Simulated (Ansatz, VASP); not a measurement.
## Bi3H in VASP and in Ansatz

```
Bi H
1.0
     4.58090    0.00000    0.00000
     0.00000    4.58090    0.00000
     0.00000    0.00000    4.58090
Bi H
3 1
Cartesian
  0.0000 2.2905 2.2905
  2.2905 0.0000 2.2905
  2.2905 2.2905 0.0000
  0.0000 0.0000 0.0000
```

Alike in both runs: task relaxation of cell and atoms; functional PBE; k mesh 4 × 4 × 4; occupations gaussian, width 0.1 eV; no spin polarisation.

|  | VASP | Ansatz |
| --- | --- | --- |
| version | VASP 6.6.1 | Ansatz 0.2.0 |
| potentials or method | VASP PAW PBE potentials, release 64 (Bi_d, H), cutoff 600 eV | scalar-relativistic, plane waves, PAW |
| valence electrons in the cell | 46 | 46 |

Ansatz gave:

* gap on the k mesh at the Fermi level, each at its own relaxed structure (eV): none
* relaxed volume (Å³/atom): 26.73
* relaxed cell length with the largest relative difference (Å): 4.746

Question: Which values does VASP return?

Answer: gap on the k mesh at the Fermi level, each at its own relaxed structure (eV): none; relaxed volume (Å³/atom): 26.49; relaxed cell length with the largest relative difference (Å): 4.732.

A gap of «none» marks a metal or a gap that the smearing closes.

Spin-orbit coupling is off throughout.
